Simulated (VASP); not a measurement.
Write the native input for VASP 6.6.1 that does the following.

```yaml
Task: single point
Functional: PBEsol
Potentials_or_basis: VASP PAW PBE potentials, release 64 (Sr_sv, B)
Cutoff: 520 eV
k_mesh: 10 × 10 × 10
Occupations: gaussian, width 0.05 eV
Spin: no spin polarisation
Dipole_correction: no
Further_INCAR_settings: ALGO = Normal; EDIFF = 1e-07; NBANDS = 14
```

The structure of SrB lies in POSCAR:

```
SrB
1.0
    0.0000000000      2.9211770414      2.9211770414
    2.9211770414      0.0000000000      2.9211770414
    2.9211770414      2.9211770414      0.0000000000
Sr B
1 1
Direct
    0.5000000000      0.5000000000      0.5000000000
    0.0000000000      0.0000000000      0.0000000000
```

This cell differs from its parent crystal: volume scaled by 0.980.

The input as run:

INCAR

```
SYSTEM = SrB
  ALGO = Normal
  EDIFF = 1E-7
  ENCUT = 520
  GGA = PS
  ISIF = 2
  ISMEAR = 0
  LASPH = .TRUE.
  LCHARG = .FALSE.
  LREAL = .FALSE.
  LWAVE = .FALSE.
  NBANDS = 14
  NELM = 100
  PREC = Accurate
  SIGMA = 0.05
```

KPOINTS

```
k-points
0
G
  10 10 10
  0 0 0
```

Potentials or basis: VASP PAW PBE potentials, release 64 (Sr_sv, B).

Launch:

```bash
$ cat potpaw_PBE.64/Sr_sv/POTCAR potpaw_PBE.64/B/POTCAR > POTCAR
$ mpirun -np 1 vasp_std > vasp.out
```

Results of the run:

```yaml
Pressure: 0.9 GPa
```

Caveat: the PAW data sets were made with another functional, which shifts forces and pressure a little.

It took 44 s on 1 thread of AMD EPYC 7R13, on a shared host, peak memory 0.19 GiB.
